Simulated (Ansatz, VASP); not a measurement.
## Mo3H in VASP and in Ansatz

```xyz
4
Lattice="2.8813 0.0000 0.0000 -1.4407 2.4953 0.0000 0.0000 0.0000 6.9601" Properties=species:S:1:pos:R:3 pbc="T T T"
H     0.0000    0.0000    3.4801
Mo    1.4407    0.8318    4.6931
Mo    0.0000    1.6635    2.2670
Mo    0.0000    0.0000    0.0000
```

Alike in both runs: functional PBE; k mesh 8 × 8 × 3; occupations gaussian, width 0.2 eV; no spin polarisation.

Ansatz relaxed the structure, and its values are those at the end. VASP's run is a single point on that final structure, the one shown.

|  | VASP | Ansatz |
| --- | --- | --- |
| version | VASP 6.6.1 | Ansatz 0.2.0 |
| potentials or method | VASP PAW PBE potentials, release 64 (H, Mo_sv), cutoff 520 eV | scalar-relativistic, plane waves, PAW |
| valence electrons in the cell | 43 | 43 |

Ansatz gave:

```
gap on the k mesh at the Fermi level (eV) : none
pressure (GPa)                            : -0.1
rms of the force components (eV/Å)        : 0.018
```

Problem. Estimate VASP's values.

Solution. gap on the k mesh at the Fermi level (eV): none; pressure (GPa): 0.3; rms of the force components (eV/Å): 0.016.

A gap of «none» marks a metal or a gap that the smearing closes.
